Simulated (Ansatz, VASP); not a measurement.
# One calculation of Ta, two programs

File INCAR:

```
ALGO = Normal ; EDIFF = 1E-6
ENCUT = 520 ; GGA = RP
ISIF = 2 ; ISMEAR = -1
LASPH = True ; LCHARG = False
LREAL = False ; LWAVE = False
NBANDS = 30 ; NELM = 80
PREC = Accurate ; SIGMA = 0.1
```

File KPOINTS:

```
k-points
0
Gamma
  14 14 4
```

The input POSCAR:

```
Ta
1.0
    3.0740880416      0.0000000000      0.0000000000
   -1.5370440208      2.6622383375      0.0000000000
    0.0000000000      0.0000000000     10.4705738168
Ta
4
Direct
    1.0000000000      1.0000000000      1.0000000000
    1.0000000000      1.0000000000      0.5000000000
    0.3333333333      0.6666666667      0.2500000000
    0.6666666667      0.3333333333      0.7500000000
```

Input for Ansatz:

```yaml
crystal:
  lattice:
    - [3.0740880416, 0.0, 0.0]
    - [-1.5370440208, 2.6622383375, 0.0]
    - [0.0, 0.0, 10.4705738168]
  atoms:
    - { symbol: Ta, position: [1.0, 1.0, 1.0] }
    - { symbol: Ta, position: [1.0, 1.0, 0.5] }
    - { symbol: Ta, position: [0.3333333333, 0.6666666667, 0.25] }
    - { symbol: Ta, position: [0.6666666667, 0.3333333333, 0.75] }
hamiltonian:
  xc: rpbe
  pseudopotentials:
    kind: paw
    azcp:
      Ta: "pseudopotentials/Ta.paw.azcp"
basis:
  ecutwfc: 420
  fft_grid_basis: typed
kpoints:
  mp_grid: { grid: [14, 14, 4], shift: [0, 0, 0] }
magnetization:
  spin_polarized: false
scf:
  occupations: { method: fermi_dirac, width: 0.1 }
  lower_state_search: "off"
output:
  stress: true
```

Alike in both runs: task single point; functional RPBE; k mesh 14 × 14 × 4; occupations fermi-dirac, width 0.1 eV; no spin polarisation.

```csv
,VASP,Ansatz
version,VASP 6.6.1,Ansatz 0.2.0
potentials or method,"VASP PAW PBE potentials, release 64 (Ta_pv), cutoff 520 eV","plane waves (420 eV) with PAW, scalar-relativistic"
valence electrons in the cell,44,52
```

|  | VASP | Ansatz | Ansatz less VASP |
| --- | --- | --- | --- |
| pressure (GPa) | -16.8 | -16.7 | +0.07 |
| traceless stress, the component that is largest in VASP (GPa) | 0.11 | 0.08 | -0.031 |

VASP's potentials were made for PBE, not for RPBE. The functional is the same, so the differences come from potentials, cutoffs and numerics. VASP's potentials hold 44 valence electrons a cell and Ansatz's 52, so a difference there can come from the potentials and not from the codes.

Spin-orbit coupling is off throughout.
